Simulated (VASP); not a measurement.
# Sb (P6_422) in VASP: a series of runs

Runs on Sb. Level: PBE. Tasks: single point, relaxation of cell and atoms.

Program: VASP 6.6.1. These are calculated values, not measurements. Logs are shortened: lines on timing, memory, paths and dates and some standing lists are left out, and cuts for length are marked.

## (1) The cell of the first run

The structure is hexagonal, space group P6_422 (No. 181). The conventional cell has a = 8.754 Å, b = 8.754 Å, c = 3.278 Å, α = 90.00°, β = 90.00°, γ = 120.00°. Sb (site symmetry 2) has 7 Sb at 2.90 to 3.65 Å within 3.8 Å.

## (2) Single point, PBE

File INCAR:

```
SYSTEM = Sb
PREC = Accurate
ENCUT = 520
EDIFF = 1E-6
ISMEAR = 0
SIGMA = 0.1
LREAL = .FALSE.
LASPH = .TRUE.
NELM = 60
ALGO = Normal
ISIF = 2
LWAVE = .FALSE.
LCHARG = .TRUE.
GGA = PE
LELF = .TRUE.
LVHAR = .TRUE.
NBANDS = 24
```

File KPOINTS:

```
regular mesh
0
G
  6 6 10
  0 0 0
```

File POSCAR:

```
Sb
1.0
    8.7544893081      0.0000000000      0.0000000000
   -4.3772446540      7.5816101380      0.0000000000
    0.0000000000      0.0000000000      3.2781927933
Sb
6
Direct
    0.3345217440      0.0000000000      0.5000000000
    0.0000000000      0.3345217440      0.8333333333
    0.6654782560      0.6654782560      0.1666666667
    0.6654782560      0.0000000000      0.5000000000
    0.0000000000      0.6654782560      0.8333333333
    0.3345217440      0.3345217440      0.1666666667
```

Potentials or basis: VASP PAW PBE potentials, release 64 (Sb).

On the command line:

```
$ cat potpaw_PBE.64/Sb/POTCAR > POTCAR
$ mpirun -np 1 vasp_std > vasp.out
```

OUTCAR:

```text
SYSTEM = Sb
   PREC = Accurate
   ENCUT = 520
   EDIFF = 1E-6
   ISMEAR = 0
   LREAL = .FALSE.
   LASPH = .TRUE.
   NELM = 60
   ISIF = 2
   GGA = PE

 ion  position               nearest neighbor table
   1  0.335  0.000  0.500-   4 2.90   6 3.13   5 3.13   6 3.65   5 3.65
   2  0.000  0.335  0.833-   5 2.90   4 3.13   6 3.13   6 3.65   4 3.65
   3  0.665  0.665  0.167-   6 2.90   4 3.13   5 3.13   5 3.65   4 3.65
   4  0.665  0.000  0.500-   1 2.90   3 3.13   2 3.13   3 3.65   2 3.65
   5  0.000  0.665  0.833-   2 2.90   1 3.13   3 3.13   3 3.65   1 3.65
   6  0.335  0.335  0.167-   3 2.90   1 3.13   2 3.13   2 3.65   1 3.65

  LATTYP: Found a hexagonal cell.
 ALAT       =     8.7544893081
 C/A-ratio  =     0.3744584839

  Lattice vectors:

 A1 = (   8.7544893081,   0.0000000000,   0.0000000000)
 A2 = (  -4.3772446540,   7.5816101380,   0.0000000000)
 A3 = (   0.0000000000,   0.0000000000,   3.2781927933)

Analysis of symmetry for initial positions (statically):
=====================================================================
 Subroutine PRICEL returns:
 Original cell was already a primitive cell.

 Routine SETGRP: Setting up the symmetry group for a
 hexagonal supercell.

 Subroutine GETGRP returns: Found 12 space group operations
 (whereof  4 operations were pure point group operations)
 out of a pool of 24 trial point group operations.

The static configuration has the point symmetry D_2 .
 The point group associated with its full space group is D_6 .

Analysis of symmetry for dynamics (positions and initial velocities):
=====================================================================
 Subroutine PRICEL returns:
 Original cell was already a primitive cell.

 Routine SETGRP: Setting up the symmetry group for a
 hexagonal supercell.

 Subroutine GETGRP returns: Found 12 space group operations
 (whereof  4 operations were pure point group operations)
 out of a pool of 24 trial point group operations.

The dynamic configuration has the point symmetry D_2 .
 The point group associated with its full space group is D_6 .

 Subroutine INISYM returns: Found 12 space group operations
 (whereof  4 operations are pure point group operations),
 and found     1 'primitive' translations

----------------------------------------------------------------------------------------

                                     Primitive cell

  volume of cell :     217.5839

  direct lattice vectors                    reciprocal lattice vectors
     8.754489308  0.000000000  0.000000000     0.114227108  0.065949052  0.000000000
    -4.377244654  7.581610138  0.000000000     0.000000000  0.131898104  0.000000000
     0.000000000  0.000000000  3.278192793     0.000000000  0.000000000  0.305046122

  length of vectors
     8.754489308  8.754489308  3.278192793     0.131898104  0.131898104  0.305046122

  position of ions in fractional coordinates (direct lattice)
     0.334521744  0.000000000  0.500000000
     0.000000000  0.334521744  0.833333333
     0.665478256  0.665478256  0.166666667
     0.665478256  0.000000000  0.500000000
     0.000000000  0.665478256  0.833333333
     0.334521744  0.334521744  0.166666667

  ion indices of the primitive-cell ions
   primitive index   ion index
                 1           1
                 2           2
                 3           3
                 4           4
                 5           5
                 6           6

----------------------------------------------------------------------------------------

 KPOINTS: regular mesh

Automatic generation of k-mesh.
 Grid dimensions read from file:
 generate k-points for:    6    6   10

 Generating k-lattice:

  Cartesian coordinates                     Fractional coordinates (reciprocal lattice)
     0.019037851  0.010991509  0.000000000     0.166666667  0.000000000  0.000000000
     0.000000000  0.021983017  0.000000000     0.000000000  0.166666667  0.000000000
     0.000000000  0.000000000  0.030504612     0.000000000  0.000000000  0.100000000

  Length of vectors
     0.021983017  0.021983017  0.030504612

  Shift w.r.t. Gamma in fractional coordinates (k-lattice)
     0.000000000  0.000000000  0.000000000

 Subroutine IBZKPT returns following result:
 ===========================================

 Found     42 irreducible k-points:

 Following reciprocal coordinates:
            Coordinates               Weight
  0.000000  0.000000  0.000000      1.000000
  0.166667  0.000000  0.000000      6.000000
  0.333333  0.000000  0.000000      6.000000
  0.500000 -0.000000  0.000000      3.000000
  0.166667  0.166667  0.000000      6.000000
  0.333333  0.166667  0.000000     12.000000
[... 16 lines left out ...]
  0.166667  0.000000  0.300000     12.000000
  0.333333  0.000000  0.300000     12.000000
 [... further k-points ...]
   k-points           NKPTS =     42   k-points in BZ     NKDIM =     42   number of bands    NBANDS=     24
   number of dos      NEDOS =    301   number of ions     NIONS =      6
   total plane-waves  NPLWV = 117600
   dimension x,y,z NGX =    70 NGY =   70 NGZ =   24
   dimension x,y,z NGXF=   140 NGYF=  140 NGZF=   48
   ions per type =               6
   NGX,Y,Z   is equivalent  to a cutoff of  13.29, 13.29, 12.17 a.u.
   NGXF,Y,Z  is equivalent  to a cutoff of  26.59, 26.59, 24.34 a.u.
 SYSTEM =  Sb
   PREC   = accura    normal or accurate (medium, high low for compatibility)
   ISTART =      0    job   : 0-new  1-cont  2-samecut
   ICHARG =      2    charge: 1-file 2-atom 10-const
   ISPIN  =      1    spin polarized calculation?
   LNONCOLLINEAR =      F non collinear calculations
   LSORBIT =      F    spin-orbit coupling
   LASPH  =      T    aspherical Exc in radial PAW
   ENCUT  =  520.0 eV  38.22 Ry    6.18 a.u.  16.28 16.28  6.10*2*pi/ulx,y,z
   NELM   =     60;   NELMIN=  2; NELMDL= -5     # of ELM steps
   EDIFF  = 0.1E-05   stopping-criterion for ELM
   LREAL  =      F    real-space projection
   EDIFFG = 0.1E-04   stopping-criterion for IOM
   NSW    =      0    number of steps for IOM
   IBRION =     -1    ionic relax: 0-MD 1-quasi-New 2-CG
   NFREE  =      0    steps in history (QN), initial steepest desc. (CG)
   ISIF   =      2    stress and relaxation
   ISYM   =      2    0-nonsym 1-usesym 2-fastsym
   POTIM  = 0.5000    time-step for ionic-motion
   TEBEG  =    0.0;   TEEND  =   0.0 temperature during run
   PSTRESS=    0.0 pullay stress
   NELECT =      30.0000    total number of electrons
   NUPDOWN=      -1.0000    fix difference up-down
   EMIN   =  10.00;   EMAX   =-10.00  energy-range for DOS
   EFERMI =   0.00;   METHOD = LEGACY
   ISMEAR =     0;   SIGMA  =   0.10  broadening in eV -4-tet -1-fermi 0-gaus
   EFERMI_NEDOS =   21; number of points for ismear=-14 and -15
   IALGO  =     38    algorithm
   IMIX   =      4    mixing-type and parameters
     AMIX     =   0.40;   BMIX     =  1.00
     AMIX_MAG =   1.60;   BMIX_MAG =  1.00
  volume/ion in A,a.u.               =      36.26       244.72
  Fermi-wavevector in a.u.,A,eV,Ry     =   0.845745  1.598227  9.732048  0.715285
  Thomas-Fermi vector in A             =   1.960983
   LORBIT       =      0    0 simple, 1 ext, 2 COOP (PROOUT), +10 PAW based schemes
   GGA     = PE    functional components
   LHFCALC =     F    Hartree Fock is set to
   AEXX    =    0.0000 exact exchange contribution
   IVDW    =     0    specifies the selected vdW correction
   LEPSILON=     F    determine dielectric tensor
   LRPA    =     F    only Hartree local field effects (RPA)
 non-spin polarized calculation
 Gauss-broadening in eV      SIGMA  =   0.10
  energy-cutoff  :      520.00
  volume of cell :      217.58
 maximum number of plane-waves:      5904
 NGX is ok and might be reduce to    70
   NGX = 33   NGY = 33   NGZ = 13

 number of electron      29.9999999 magnetization

 Free energy of the ion-electron system (eV)
  ---------------------------------------------------
  ext. energy  EPLUGINS =         0.00000000
  ---------------------------------------------------
  free energy    TOTEN  =       -23.03192701 eV

  energy without entropy =      -23.01747422  energy(sigma->0) =      -23.02470062

 E-fermi :   5.2190     XC(G=0):  -8.5860

 val. band max:        5.2149177553   @ k =   0.1667   0.0000   0.2000
 cond. band min:       5.2511055819   @ k =   0.0000   0.0000   0.3000
 fundamental gap:      0.0361878266
 Fermi energy:         5.2190269289

 k-point     1 :       0.0000    0.0000    0.0000
  band No.  band energies     occupation
      1      -6.6687      2.00000
      2      -5.1104      2.00000
      3      -5.1104      2.00000
      4      -4.8445      2.00000
      5      -4.8445      2.00000
      6      -1.7824      2.00000
[... 16 lines left out ...]
     23       9.3988      0.00000
     24       9.8171      0.00000

 k-point     2 :       0.1667    0.0000    0.0000
  band No.  band energies     occupation
      1      -6.6116      2.00000
      2      -5.4154      2.00000
      3      -5.3344      2.00000
      4      -4.5983      2.00000
      5      -4.4968      2.00000
      6      -2.0296      2.00000
[... 16 lines left out ...]
     23       9.6403      0.00000
     24       9.6458      0.00000

 k-point     3 :       0.3333    0.0000    0.0000
  band No.  band energies     occupation
      1      -6.4436      2.00000
      2      -5.8155      2.00000
      3      -5.5282      2.00000
      4      -4.3711      2.00000
      5      -3.9395      2.00000
      6      -2.6062      2.00000
[... 16 lines left out ...]
     23       9.6477      0.00000
     24       9.9398      0.00000
[... 514 lines left out ...]
 k-point    23 :       0.1667    0.0000    0.3000
  band No.  band energies     occupation
      1      -5.5016      2.00000
      2      -4.4654      2.00000
      3      -4.2359      2.00000
      4      -3.6240      2.00000
      5      -3.3511      2.00000
      6      -1.2344      2.00000
[... 16 lines left out ...]
     23       8.8784      0.00000
     24       9.9112      0.00000

 k-point    24 :       0.3333    0.0000    0.3000
  band No.  band energies     occupation
      1      -5.3446      2.00000
      2      -4.7705      2.00000
      3      -4.4582      2.00000
      4      -3.3788      2.00000
      5      -2.9046      2.00000
      6      -1.7189      2.00000
[... 16 lines left out ...]
     23       8.6608      0.00000
     24       9.4659      0.00000

 [... further k-points ...]

------------------------ aborting loop because EDIFF is reached ----------------------------------------

  FORCE on cell =-STRESS in cart. coord.  units (eV):
  Direction    XX          YY          ZZ          XY          YZ          ZX
  --------------------------------------------------------------------------------------
  -------------------------------------------------------------------------------------
  Total       -0.0290222     -0.0290222     -0.0682503     -0.0000000      0.0000000      0.0000000
  in kB       -0.2137051     -0.2137051     -0.5025602     -0.0000000      0.0000000      0.0000000
  external PRESSURE =      -0.3099902 kB  Pullay stress =       0.0000000 kB

 VOLUME and BASIS-vectors are now :
 -----------------------------------------------------------------------------
  energy-cutoff  :      520.00
  volume of cell :      217.58
      direct lattice vectors                 reciprocal lattice vectors
     8.754489308  0.000000000  0.000000000     0.114227108  0.065949052  0.000000000
    -4.377244654  7.581610138  0.000000000     0.000000000  0.131898104  0.000000000
     0.000000000  0.000000000  3.278192793     0.000000000  0.000000000  0.305046122

 POSITION                                       TOTAL-FORCE (eV/Angst)
 -----------------------------------------------------------------------------------
      2.92857      0.00000      1.63910        -0.016159      0.000000     -0.000000
     -1.46428      2.53621      2.73183         0.008079     -0.013994     -0.000000
      2.91296      5.04540      0.54637         0.008079      0.013994     -0.000000
      5.82592      0.00000      1.63910         0.016159      0.000000      0.000000
     -2.91296      5.04540      2.73183        -0.008079      0.013994     -0.000000
      1.46428      2.53621      0.54637        -0.008079     -0.013994      0.000000
 -----------------------------------------------------------------------------------
    total drift:                                0.000000     -0.000000      0.000000

  FREE ENERGIE OF THE ION-ELECTRON SYSTEM (eV)
  ---------------------------------------------------
  free  energy   TOTEN  =       -23.0319270109 eV

  energy  without entropy=      -23.0174742240  energy(sigma->0) =      -23.02470062
```

Wall time 90 s (1 thread of Intel Xeon 6975P-C (Granite Rapids), shared host); peak memory 0.42 GiB.

Results:

* Free energy: -23.0319 eV
* Pressure: 0.0 GPa
* Largest force: 0.016 eV/Å
* Band gap on the k mesh: zero (band 15 reaches 7.37 eV, above the bottom of band 16 at 4.01 eV)

Forces in eV/Å, atoms in the order of the input:
```
Sb  -0.016  0.000  0.000
Sb   0.008 -0.014  0.000
Sb   0.008  0.014  0.000
Sb   0.016  0.000  0.000
Sb  -0.008  0.014  0.000
Sb  -0.008 -0.014  0.000
```

Caveat: spin-orbit coupling is left out, which moves the levels of the heavy elements.

## (3) Relaxation of cell and atoms, PBE

This run uses another cell than the first one, of 36.04 Å³/atom, 0.994 times its volume.

File INCAR:

```
SYSTEM = Sb
ALGO = Normal
EDIFF = 1E-6
EDIFFG = -0.04
ENCUT = 600
GGA = PE
IBRION = 2
ISIF = 3
ISMEAR = 0
LASPH = .TRUE.
LCHARG = .FALSE.
LREAL = .FALSE.
LWAVE = .FALSE.
NELM = 60
NSW = 90
PREC = Accurate
SIGMA = 0.1
```

File KPOINTS:

```
k-points
0
G
  3 3 6
  0 0 0
```

File POSCAR:

```
Sb
1.0
    8.5378227608      0.0000000000      0.0000000000
   -4.2689113804      7.3939714039      0.0000000000
    0.0000000000      0.0000000000      3.4251003838
Sb
6
Direct
    0.3181657900      0.0000000000      0.5000000000
    0.0000000000      0.3181657900      0.8333333333
    0.6818342100      0.6818342100      0.1666666667
    0.6818342100      0.0000000000      0.5000000000
    0.0000000000      0.6818342100      0.8333333333
    0.3181657900      0.3181657900      0.1666666667
```

Potentials or basis: VASP PAW PBE potentials, release 64 (Sb).

On the command line:

```
$ cat potpaw_PBE.64/Sb/POTCAR > POTCAR
$ mpirun -np 1 vasp_std > vasp.out
```

Run time: 3 min. Hardware: 1 thread of Intel Xeon 6975P-C (Granite Rapids), shared host; peak memory 0.4 GiB.

Results (log left out):

```yaml
Free_energy: -22.7870 eV
Relaxed_volume: 36.11 Å³/atom
Relaxed_cell: a = 8.463 Å, b = 8.463 Å, c = 3.494 Å, α = 90.00°, β = 90.00°, γ = 120.00°
Space_group_after_relaxing_to_0.05_Å: P6_422 (No. 181)
Energy_gained_by_relaxing: 10.2 meV/atom
Ionic_steps: 9
Pressure_after_relaxing: 0.1 GPa
Largest_force_after_relaxing: 0.007 eV/Å
Band_gap_on_the_k_mesh: zero (band 15 reaches 6.94 eV, above the bottom of band 16 at 4.25 eV)
```

Forces in eV/Å, atoms in the order of the input:
```
Sb  -0.007  0.000  0.000
Sb   0.004 -0.006  0.000
Sb   0.004  0.006  0.000
Sb   0.007  0.000  0.000
Sb  -0.004  0.006  0.000
Sb  -0.004 -0.006  0.000
```

Stress tensor (GPa, compression positive):
```
 0.13  0.00  0.00
 0.00  0.13  0.00
 0.00  0.00 -0.10
```

The path:
```
step  energy change (eV)  largest force (eV/Å)  pressure (GPa)  volume (Å³)
   1              0.0000                0.1195            0.30       216.22
   2             -0.0250                0.1493           -0.11       218.35
   3             -0.0267                0.1553           -0.23       219.06
   4             -0.0360                0.1576           -0.04       217.79
   5             -0.0448                0.1186            0.40       215.34
   6             -0.0501                0.0956            0.34       215.49
   7             -0.0592                0.0128            0.21       215.94
   8             -0.0599                0.0195            0.18       216.10
   9             -0.0611                0.0071            0.05       216.69
```

Final structure:
```cif
data_structure
_symmetry_space_group_name_H-M 'P 1'
_symmetry_Int_Tables_number 1
_cell_length_a 8.4628
_cell_length_b 8.4628
_cell_length_c 3.4936
_cell_angle_alpha 90.000
_cell_angle_beta 90.000
_cell_angle_gamma 120.000
_cell_volume 216.69
loop_
_atom_site_label
_atom_site_type_symbol
_atom_site_fract_x
_atom_site_fract_y
_atom_site_fract_z
_atom_site_occupancy
Sb1 Sb 0.32574 0.00000 0.50000 1
Sb2 Sb 0.00000 0.32574 0.83333 1
Sb3 Sb 0.67426 0.67426 0.16667 1
Sb4 Sb 0.67426 0.00000 0.50000 1
Sb5 Sb 0.00000 0.67426 0.83333 1
Sb6 Sb 0.32574 0.32574 0.16667 1
```

Levels at points of the mesh, in eV from the Fermi level:
```tsv
k point	band 12	band 13	band 14	band 15	band 16	band 17	band 18	band 19
(0.00, 0.00, 0.00)	0.45	0.55	0.55	0.72	0.72	1.49	1.49	2.17
(0.00, 0.00, 0.50)	-2.44	-2.07	-2.07	-1.07	-1.07	-0.19	0.26	1.77
```

Caveat: spin-orbit coupling is left out, which moves the levels of the heavy elements.

(Continued in part 2 of 2.)
